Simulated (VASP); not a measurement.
ZnF2:

```
CELL_PARAMETERS angstrom
4.70294 0.00000 0.00000
0.00000 4.70294 0.00000
0.00000 0.00000 3.13289
ATOMIC_POSITIONS crystal
Zn 0.50000 0.50000 0.50000
Zn 0.00000 0.00000 0.00000
F 0.69686 0.69686 0.00000
F 0.80314 0.19686 0.50000
F 0.30314 0.30314 0.00000
F 0.19686 0.80314 0.50000
```

Base run:

* Program: VASP 6.6.1
* Functional: r2SCAN
* Potentials or basis: VASP PAW PBE potentials, release 64 (Zn, F)
* Cutoff: 660 eV
* k mesh: 7 × 7 × 11
* Occupations: fermi-dirac, width 0.01 eV
* Spin: no spin polarisation

Its results: band gap on the k mesh 4.21 eV; pressure 0.1 GPa; largest force 0.006 eV/Å.

Problem. The run is repeated on the same cell with these changes: functional from r2SCAN to PBE; cutoff from 660 eV to 600 eV. What comes out?

Solution. Band gap on the k mesh 3.50 eV; pressure 6.7 GPa; largest force 0.033 eV/Å.

Caveats: an odd mesh through Γ misses points on the zone boundary, where band edges can lie; the PAW data sets were made with another functional, which shifts forces and pressure a little (at least some runs); the cell stands under pressure (at least some runs).
